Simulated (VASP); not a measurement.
Runs of VASP 6.6.1 on PbO. The structure is that of space group P4/nmm (No. 129), or close to it. The cells are those of the table. 

```tsv
cell	gap on the mesh (eV)	pressure (GPa)	largest force (eV/Å)
a = 4.196, b = 4.196, c = 4.506 Å, 4 atoms	1.52	0.8	0.71
a = 4.029, b = 4.029, c = 4.887 Å, 4 atoms	1.35	(b)	0.63
a = 3.642, b = 3.642, c = 5.982 Å, 4 atoms	1.05	4.3	1.43
a = 3.910, b = 3.910, c = 5.188 Å, 4 atoms	(c)	(a)	0.30
a = 3.850, b = 3.850, c = 5.351 Å, 4 atoms	1.04	3.8	0.04
```

Alike in all rows: task single point; level PBE+D3(BJ); potentials or basis VASP PAW PBE potentials, release 64 (Pb_d, O); no spin polarisation; k mesh 8 × 8 × 6; cutoff (eV) 520; smearing gaussian 0.05 eV.

Estimate the missing entries.

(a) 3.5; (b) 2.6; (c) 1.12.

Caveats: spin-orbit coupling is left out, which moves the levels of the heavy elements; the stress differs along the axes, from -9 to 11 GPa (at least some runs); forces of over 1 eV/Å act on the atoms, so gaps and moduli don't describe the material at rest (at least some runs); the cell stands under pressure (at least some runs); the stress differs along the axes, from -0 to 6 GPa (at least some runs).

A k mesh can miss the band edges, and the runs leave out spin-orbit coupling on Pb.
